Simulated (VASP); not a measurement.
# CdSe: single point with LDA

Crystal: CdSe.

```xyz
2
Lattice="0.0000 3.0956 3.0956 3.0956 0.0000 3.0956 3.0956 3.0956 0.0000" Properties=species:S:1:pos:R:3 pbc="T T T"
Cd    0.0000    0.0000    0.0000
Se    4.6435    4.6435    4.6435
```

| Quantity | Value |
| --- | --- |
| Program | VASP 6.6.1 |
| Task | single point |
| Functional | LDA |
| Potentials or basis | VASP PAW LDA potentials, release 64 (Cd, Se) |
| Cutoff | 500 eV |
| k mesh | 5 × 5 × 5 |
| Occupations | gaussian, width 0.01 eV |
| Spin | no spin polarisation |

The pressure is -3.9 GPa. The band gap on the k mesh is 0.25 eV, direct.

Levels at points of the mesh, in eV from the valence-band top:
```tsv
k point	band 6	band 7	band 8	band 9	band 10	band 11	band 12	band 13
(0.00, 0.00, 0.00)	-7.47	0.00	0.00	0.00	0.25	5.78	5.78	5.78
```

It took 8 s on 1 thread of Intel(R) Xeon(R) Platinum 8259CL CPU @ 2.50GHz (Skylake/Cascade Lake) (shared host), peak memory 0.15 GiB.
